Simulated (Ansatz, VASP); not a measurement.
Ge: VASP beside Ansatz

```xyz
2
Lattice="0.0000 2.7712 2.7712 2.7712 0.0000 2.7712 2.7712 2.7712 0.0000" Properties=species:S:1:pos:R:3 pbc="T T T"
Ge    4.1567    4.1567    4.1567
Ge    2.7712    2.7712    2.7712
```

Alike in both runs: task single point; functional r2SCAN; dispersion rVV10; k mesh 8 × 8 × 8; occupations fermi-dirac, width 0.05 eV; no spin polarisation.

|  | VASP | Ansatz |
| --- | --- | --- |
| version | VASP 6.6.1 | Ansatz 0.2.0 |
| potentials or method | VASP PAW PBE potentials, release 64 (Ge_d) | Ansatz PAW |
| plane-wave cutoff (eV) | 520 | 500 |
| valence electrons in the cell | 28 | 28 |

```csv
,VASP,Ansatz,Ansatz less VASP
gap on the k mesh at the Fermi level (eV),0.64,0.66,+0.023
least direct gap on the mesh (eV),1.02,1.06,+0.042
pressure (GPa),5.1,5.1,-0.02
```

VASP's potentials were made for PBE, not for r2SCAN.
